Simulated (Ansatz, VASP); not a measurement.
**Be2H3: VASP beside Ansatz**

INCAR

```
SYSTEM = Be2H3
PREC     = Accurate       ! precision mode
ENCUT    = 520            ! plane-wave cutoff, eV
EDIFF    = 1E-6           ! SCF threshold, eV
ISMEAR   = 0              ! smearing method
SIGMA    = 0.1            ! smearing width, eV
LREAL    = .FALSE.        ! projectors in reciprocal space
LASPH    = .TRUE.         ! aspherical terms in the spheres
NELM     = 80             ! most SCF steps
ALGO     = Normal         ! electronic algorithm
ISIF     = 2              ! what is computed and relaxed
LWAVE    = .FALSE.        ! write WAVECAR
LCHARG   = .FALSE.        ! write CHGCAR
GGA      = PE             ! functional
NBANDS   = 18             ! bands
```

Contents of KPOINTS:

```
regular mesh
0
G
  6 6 6
  0 0 0
```

File POSCAR:

```
Be2H3
1.0
    2.2088922884      1.2753045573      4.0205156756
   -2.2088922884      1.2753045573      4.0205156756
    0.0000000000     -2.5506091147      4.0205156756
Be H
4 6
Direct
    0.8521800000      0.8521800000      0.8521800000
    0.6478200000      0.6478200000      0.6478200000
    0.1478200000      0.1478200000      0.1478200000
    0.3521800000      0.3521800000      0.3521800000
    0.0562500000      0.4437500000      0.7500000000
    0.7500000000      0.0562500000      0.4437500000
    0.4437500000      0.7500000000      0.0562500000
    0.9437500000      0.5562500000      0.2500000000
    0.2500000000      0.9437500000      0.5562500000
    0.5562500000      0.2500000000      0.9437500000
```

Input for Ansatz:

```yaml
crystal:
  lattice:
    - [2.2088922884, 1.2753045573, 4.0205156756]
    - [-2.2088922884, 1.2753045573, 4.0205156756]
    - [0.0, -2.5506091147, 4.0205156756]
  atoms:
    - { symbol: Be, position: [0.85218, 0.85218, 0.85218] }
    - { symbol: Be, position: [0.64782, 0.64782, 0.64782] }
    - { symbol: Be, position: [0.14782, 0.14782, 0.14782] }
    - { symbol: Be, position: [0.35218, 0.35218, 0.35218] }
    - { symbol: H, position: [0.05625, 0.44375, 0.75] }
    - { symbol: H, position: [0.75, 0.05625, 0.44375] }
    - { symbol: H, position: [0.44375, 0.75, 0.05625] }
    - { symbol: H, position: [0.94375, 0.55625, 0.25] }
    - { symbol: H, position: [0.25, 0.94375, 0.55625] }
    - { symbol: H, position: [0.55625, 0.25, 0.94375] }
basis:
  ecutwfc: 420
kpoints:
  mp_grid: { grid: [6, 6, 6] }
hamiltonian:
  xc: pbe
scf:
  occupations: { method: gaussian, width: 0.1 }
  lower_state_search: "off"
output:
  forces: true
  stress: true
  eigenvalues: true
```

Alike in both runs: task single point; functional PBE; k mesh 6 × 6 × 6; occupations gaussian, width 0.1 eV; no spin polarisation.

```csv
,VASP,Ansatz
version,VASP 6.6.1,Ansatz 0.2.0
potentials or method,"VASP PAW PBE potentials, release 64 (Be, H), cutoff 520 eV","scalar-relativistic, plane waves, PAW"
valence electrons in the cell,14,14
```

VASP gave:

| Item | Value |
| --- | --- |
| gap on the k mesh at the Fermi level (eV) | none |
| pressure (GPa) | -9.9 |
| traceless stress, the component that is largest in VASP (GPa) | 4.10 |
| rms of the force components (eV/Å) | 0.112 |

**Question.** What did Ansatz give for the same quantities?

**Answer.** gap on the k mesh at the Fermi level (eV): none; pressure (GPa): -9.8; traceless stress, the component that is largest in VASP (GPa): 4.11; rms of the force components (eV/Å): 0.112.

Atom by atom the forces differ by 0.001 eV/Å (rms over components). A gap of «none» marks a metal or a gap that the smearing closes. With one functional, cell and mesh, what is left measures potentials, basis and numerics.
